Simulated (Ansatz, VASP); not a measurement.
# BiSb4O: VASP beside Ansatz

```
Sb Bi O
1.0
     5.31776    0.00000    0.00000
    -2.65888    4.60531    0.00000
     0.00000    0.00000    6.05817
Sb Bi O
4 1 1
Direct
  0.33333 0.66667 0.74021
  0.33333 0.66667 0.25979
  0.66667 0.33333 0.74021
  0.66667 0.33333 0.25979
  0.00000 0.00000 0.00000
  0.00000 0.00000 0.50000
```

Change from the starting cell: species swapped into the TaCrB4 type (P6/mmm, No. 191).

Alike in both runs: functional PBE; k mesh 6 × 6 × 4; occupations gaussian, width 0.1 eV; no spin polarisation.

Ansatz relaxed the structure, and its values are those at the end. VASP's run is a single point on that final structure, the one shown.

|  | VASP | Ansatz |
| --- | --- | --- |
| version | VASP 6.6.1 | Ansatz 0.2.0 |
| potentials or method | VASP PAW PBE potentials, release 64 (Sb, Bi_d, O), cutoff 520 eV | scalar-relativistic, plane waves, PAW |
| valence electrons in the cell | 41 | 81 |

```tsv
	VASP	Ansatz	Ansatz less VASP
gap on the k mesh at the Fermi level (eV)	none	none	-
pressure (GPa)	-0.2	-0.1	+0.08
rms of the force components (eV/Å)	0.004	0.001	-0.0026
```

A gap of «none» marks a metal or a gap that the smearing closes. With one functional, cell and mesh, what is left measures potentials, basis and numerics. VASP's potentials hold 41 valence electrons a cell and Ansatz's 81, so a difference there can come from the potentials and not from the codes.

Spin-orbit coupling is off throughout.
